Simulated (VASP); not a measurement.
# CaBr3Cl (Pm-3m) in VASP: single point with PBE

Aim: the single point of CaBr3Cl with PBE.

Program: VASP 6.6.1. These are calculated values, not measurements. Logs are shortened: lines on timing, memory, paths and dates and some standing lists are left out, and cuts for length are marked.

## Step 1: The cell of the first run

It takes space group Pm-3m (No. 221, cubic). Conventional cell: a = 5.200 Å, b = 5.200 Å, c = 5.200 Å, α = 90.00°, β = 90.00°, γ = 90.00°. Within 4.8 Å of Ca (site symmetry m-3m) lie 12 Br at 3.68 Å and 8 Cl at 4.50 Å. Within 3.4 Å of Br (site symmetry 4/mmm) lie 2 Cl at 2.60 Å. Cl (site symmetry m-3m) has 6 Br at 2.60 Å within 3.4 Å.

## Step 2: Single point, PBE

File INCAR:

```
SYSTEM = CaBr3Cl
ALGO = Normal
EDIFF = 1E-6
ENCUT = 520
GGA = PE
ISIF = 2
ISMEAR = 0
LASPH = .True.
LCHARG = .True.
LELF = .True.
LREAL = .False.
LVHAR = .True.
LWAVE = .False.
NBANDS = 27
NELM = 60
PREC = Accurate
SIGMA = 0.1
```

File KPOINTS:

```
k-points
0
Gamma
  4 4 4
  0 0 0
```

File POSCAR:

```
CaBr3Cl
1.0
    5.1996375200      0.0000000000      0.0000000000
    0.0000000000      5.1996375200      0.0000000000
    0.0000000000      0.0000000000      5.1996375200
Ca Br Cl
1 3 1
Direct
    0.0000000000      0.0000000000      0.0000000000
    0.0000000000      0.5000000000      0.5000000000
    0.5000000000      0.0000000000      0.5000000000
    0.5000000000      0.5000000000      0.0000000000
    0.5000000000      0.5000000000      0.5000000000
```

Potentials or basis: VASP PAW PBE potentials, release 64 (Ca_sv, Br, Cl).

Started as:

```sh
$ cat potpaw_PBE.64/Ca_sv/POTCAR potpaw_PBE.64/Br/POTCAR potpaw_PBE.64/Cl/POTCAR > POTCAR
$ mpirun -np 1 vasp_std > vasp.out
```

OUTCAR:

```text
SYSTEM = CaBr3Cl
   EDIFF = 1E-6
   ENCUT = 520
   GGA = PE
   ISIF = 2
   ISMEAR = 0
   LASPH = .True.
   LREAL = .False.
   NELM = 60
   PREC = Accurate

 ion  position               nearest neighbor table
   1  0.000  0.000  0.000-
   2  0.000  0.500  0.500-   5 2.60   5 2.60
   3  0.500  0.000  0.500-   5 2.60   5 2.60
   4  0.500  0.500  0.000-   5 2.60   5 2.60
   5  0.500  0.500  0.500-   2 2.60   3 2.60   4 2.60   4 2.60   3 2.60   2 2.60

  LATTYP: Found a simple cubic cell.
 ALAT       =     5.1996375200

  Lattice vectors:

 A1 = (   5.1996375200,   0.0000000000,   0.0000000000)
 A2 = (   0.0000000000,   5.1996375200,   0.0000000000)
 A3 = (   0.0000000000,   0.0000000000,   5.1996375200)

Analysis of symmetry for initial positions (statically):
=====================================================================
 Subroutine PRICEL returns:
 Original cell was already a primitive cell.

 Routine SETGRP: Setting up the symmetry group for a
 simple cubic supercell.

 Subroutine GETGRP returns: Found 48 space group operations
 (whereof 48 operations were pure point group operations)
 out of a pool of 48 trial point group operations.

The static configuration has the point symmetry O_h .

Analysis of symmetry for dynamics (positions and initial velocities):
=====================================================================
 Subroutine PRICEL returns:
 Original cell was already a primitive cell.

 Routine SETGRP: Setting up the symmetry group for a
 simple cubic supercell.

 Subroutine GETGRP returns: Found 48 space group operations
 (whereof 48 operations were pure point group operations)
 out of a pool of 48 trial point group operations.

The dynamic configuration has the point symmetry O_h .

 Subroutine INISYM returns: Found 48 space group operations
 (whereof 48 operations are pure point group operations),
 and found     1 'primitive' translations

----------------------------------------------------------------------------------------

                                     Primitive cell

  volume of cell :     140.5786

  direct lattice vectors                    reciprocal lattice vectors
     5.199637520  0.000000000  0.000000000     0.192321099  0.000000000  0.000000000
     0.000000000  5.199637520  0.000000000     0.000000000  0.192321099  0.000000000
     0.000000000  0.000000000  5.199637520     0.000000000  0.000000000  0.192321099

  length of vectors
     5.199637520  5.199637520  5.199637520     0.192321099  0.192321099  0.192321099

  position of ions in fractional coordinates (direct lattice)
     0.000000000  0.000000000  0.000000000
     0.000000000  0.500000000  0.500000000
     0.500000000  0.000000000  0.500000000
     0.500000000  0.500000000  0.000000000
     0.500000000  0.500000000  0.500000000

  ion indices of the primitive-cell ions
   primitive index   ion index
                 1           1
                 2           2
                 3           3
                 4           4
                 5           5

----------------------------------------------------------------------------------------

 KPOINTS: k-points

Automatic generation of k-mesh.
 Grid dimensions read from file:
 generate k-points for:    4    4    4

 Generating k-lattice:

  Cartesian coordinates                     Fractional coordinates (reciprocal lattice)
     0.048080275  0.000000000  0.000000000     0.250000000  0.000000000  0.000000000
     0.000000000  0.048080275  0.000000000     0.000000000  0.250000000  0.000000000
     0.000000000  0.000000000  0.048080275     0.000000000  0.000000000  0.250000000

  Length of vectors
     0.048080275  0.048080275  0.048080275

  Shift w.r.t. Gamma in fractional coordinates (k-lattice)
     0.000000000  0.000000000  0.000000000

 Subroutine IBZKPT returns following result:
 ===========================================

 Found     10 irreducible k-points:

 Following reciprocal coordinates:
            Coordinates               Weight
  0.000000  0.000000  0.000000      1.000000
  0.250000  0.000000  0.000000      6.000000
  0.500000  0.000000  0.000000      3.000000
  0.250000  0.250000  0.000000     12.000000
  0.500000  0.250000  0.000000     12.000000
  0.500000  0.500000  0.000000      3.000000
  0.250000  0.250000  0.250000      8.000000
  0.500000  0.250000  0.250000     12.000000
  0.500000  0.500000  0.250000      6.000000
  0.500000  0.500000  0.500000      1.000000
   k-points           NKPTS =     10   k-points in BZ     NKDIM =     10   number of bands    NBANDS=     27
   number of dos      NEDOS =    301   number of ions     NIONS =      5
   total plane-waves  NPLWV =  64000
   dimension x,y,z NGX =    40 NGY =   40 NGZ =   40
   dimension x,y,z NGXF=    80 NGYF=   80 NGZF=   80
   ions per type =               1   3   1
   NGX,Y,Z   is equivalent  to a cutoff of  12.79, 12.79, 12.79 a.u.
   NGXF,Y,Z  is equivalent  to a cutoff of  25.58, 25.58, 25.58 a.u.
 SYSTEM =  CaBr3Cl
   PREC   = accura    normal or accurate (medium, high low for compatibility)
   ISTART =      0    job   : 0-new  1-cont  2-samecut
   ICHARG =      2    charge: 1-file 2-atom 10-const
   ISPIN  =      1    spin polarized calculation?
   LNONCOLLINEAR =      F non collinear calculations
   LSORBIT =      F    spin-orbit coupling
   LASPH  =      T    aspherical Exc in radial PAW
   ENCUT  =  520.0 eV  38.22 Ry    6.18 a.u.   9.67  9.67  9.67*2*pi/ulx,y,z
   NELM   =     60;   NELMIN=  2; NELMDL= -5     # of ELM steps
   EDIFF  = 0.1E-05   stopping-criterion for ELM
   LREAL  =      F    real-space projection
   EDIFFG = 0.1E-04   stopping-criterion for IOM
   NSW    =      0    number of steps for IOM
   IBRION =     -1    ionic relax: 0-MD 1-quasi-New 2-CG
   NFREE  =      0    steps in history (QN), initial steepest desc. (CG)
   ISIF   =      2    stress and relaxation
   ISYM   =      2    0-nonsym 1-usesym 2-fastsym
   POTIM  = 0.5000    time-step for ionic-motion
   TEBEG  =    0.0;   TEEND  =   0.0 temperature during run
   PSTRESS=    0.0 pullay stress
   NELECT =      38.0000    total number of electrons
   NUPDOWN=      -1.0000    fix difference up-down
   EMIN   =  10.00;   EMAX   =-10.00  energy-range for DOS
   EFERMI =   0.00;   METHOD = LEGACY
   ISMEAR =     0;   SIGMA  =   0.10  broadening in eV -4-tet -1-fermi 0-gaus
   EFERMI_NEDOS =   21; number of points for ismear=-14 and -15
   IALGO  =     38    algorithm
   IMIX   =      4    mixing-type and parameters
     AMIX     =   0.40;   BMIX     =  1.00
     AMIX_MAG =   1.60;   BMIX_MAG =  1.00
  volume/ion in A,a.u.               =      28.12       189.73
  Fermi-wavevector in a.u.,A,eV,Ry     =   1.058513  2.000300 15.244652  1.120450
  Thomas-Fermi vector in A             =   2.193825
   LORBIT       =      0    0 simple, 1 ext, 2 COOP (PROOUT), +10 PAW based schemes
   GGA     = PE    functional components
   LHFCALC =     F    Hartree Fock is set to
   AEXX    =    0.0000 exact exchange contribution
   IVDW    =     0    specifies the selected vdW correction
   LEPSILON=     F    determine dielectric tensor
   LRPA    =     F    only Hartree local field effects (RPA)
 non-spin polarized calculation
 Gauss-broadening in eV      SIGMA  =   0.10
  energy-cutoff  :      520.00
  volume of cell :      140.58
 maximum number of plane-waves:      3840
 NGX is ok and might be reduce to    40
   NGX = 19   NGY = 19   NGZ = 19

 number of electron      38.0000008 magnetization

 Free energy of the ion-electron system (eV)
  ---------------------------------------------------
  ext. energy  EPLUGINS =         0.00000000
  ---------------------------------------------------
  free energy    TOTEN  =       -10.41586118 eV

  energy without entropy =      -10.36390128  energy(sigma->0) =      -10.38988123

 E-fermi :   3.3349     XC(G=0):  -8.6131

 val. band max:        3.2850402266   @ k =   0.5000   0.5000   0.2500
 cond. band min:       3.5439890338   @ k =   0.0000   0.0000   0.0000
 fundamental gap:      0.2589488072
 Fermi energy:         3.3349093772

 k-point     1 :       0.0000    0.0000    0.0000
  band No.  band energies     occupation
      1     -40.5989      2.00000
      2     -21.5057      2.00000
      3     -21.5057      2.00000
      4     -21.5057      2.00000
      5     -14.1078      2.00000
      6     -11.6298      2.00000
[... 19 lines left out ...]
     26       4.9522      0.00000
     27       9.0272      0.00000

 k-point     2 :       0.2500    0.0000    0.0000
  band No.  band energies     occupation
      1     -40.5989      2.00000
      2     -21.5069      2.00000
      3     -21.5056      2.00000
      4     -21.5056      2.00000
      5     -13.9748      2.00000
      6     -11.7975      2.00000
[... 19 lines left out ...]
     26       5.1332      0.00000
     27       8.1394      0.00000

 k-point     3 :       0.5000    0.0000    0.0000
  band No.  band energies     occupation
      1     -40.5989      2.00000
      2     -21.5081      2.00000
      3     -21.5055      2.00000
      4     -21.5055      2.00000
      5     -13.8101      2.00000
      6     -12.0262      2.00000
[... 19 lines left out ...]
     26       6.1460      0.00000
     27       6.2168      0.00000

 k-point     4 :       0.2500    0.2500    0.0000
  band No.  band energies     occupation
      1     -40.5989      2.00000
      2     -21.5068      2.00000
      3     -21.5066      2.00000
      4     -21.5055      2.00000
      5     -13.8332      2.00000
      6     -11.8275      2.00000
[... 19 lines left out ...]
     26       5.4946      0.00000
     27       7.9204      0.00000
[... 96 lines left out ...]
      4     -21.5063      2.00000
      5     -13.4788      2.00000
      6     -12.0085      2.00000
[... 19 lines left out ...]
     26       5.6584      0.00000
     27       7.7390      0.00000

 k-point     9 :       0.5000    0.5000    0.2500
  band No.  band energies     occupation
      1     -40.5988      2.00000
      2     -21.5074      2.00000
      3     -21.5074      2.00000
      4     -21.5062      2.00000
      5     -13.2329      2.00000
      6     -12.0009      2.00000
[... 19 lines left out ...]
     26       5.2206      0.00000
     27       8.6040      0.00000

 k-point    10 :       0.5000    0.5000    0.5000
  band No.  band energies     occupation
      1     -40.5988      2.00000
      2     -21.5073      2.00000
      3     -21.5073      2.00000
      4     -21.5073      2.00000
      5     -12.8774      2.00000
      6     -11.9960      2.00000
[... 19 lines left out ...]
     26       5.1273      0.00000
     27       9.7465      0.00000

------------------------ aborting loop because EDIFF is reached ----------------------------------------

  FORCE on cell =-STRESS in cart. coord.  units (eV):
  Direction    XX          YY          ZZ          XY          YZ          ZX
  --------------------------------------------------------------------------------------
  -------------------------------------------------------------------------------------
  Total        5.0069875      5.0069875      5.0069875      0.0000000     -0.0000000      0.0000000
  in kB       57.0647451     57.0647451     57.0647451      0.0000000     -0.0000000      0.0000000
  external PRESSURE =      57.0647451 kB  Pullay stress =       0.0000000 kB

 VOLUME and BASIS-vectors are now :
 -----------------------------------------------------------------------------
  energy-cutoff  :      520.00
  volume of cell :      140.58
      direct lattice vectors                 reciprocal lattice vectors
     5.199637520  0.000000000  0.000000000     0.192321099  0.000000000  0.000000000
     0.000000000  5.199637520  0.000000000     0.000000000  0.192321099  0.000000000
     0.000000000  0.000000000  5.199637520     0.000000000  0.000000000  0.192321099

 POSITION                                       TOTAL-FORCE (eV/Angst)
 -----------------------------------------------------------------------------------
      0.00000      0.00000      0.00000         0.000000      0.000000      0.000000
      0.00000      2.59982      2.59982         0.000000      0.000000      0.000000
      2.59982      0.00000      2.59982         0.000000      0.000000      0.000000
      2.59982      2.59982      0.00000         0.000000      0.000000      0.000000
      2.59982      2.59982      2.59982         0.000000      0.000000      0.000000
 -----------------------------------------------------------------------------------
    total drift:                                0.000000      0.000000     -0.000000

  FREE ENERGIE OF THE ION-ELECTRON SYSTEM (eV)
  ---------------------------------------------------
  free  energy   TOTEN  =       -10.4158611770 eV

  energy  without entropy=      -10.3639012766  energy(sigma->0) =      -10.38988123
```

Run time: 60 s. Hardware: 1 thread of Intel Xeon 8259CL, shared host; peak memory 0.26 GiB.

What came out:

* Free energy: -10.4159 eV
* Pressure: 5.7 GPa
* Band gap on the k mesh: zero (band 19 reaches 4.83 eV, above the bottom of band 20 at 1.35 eV)
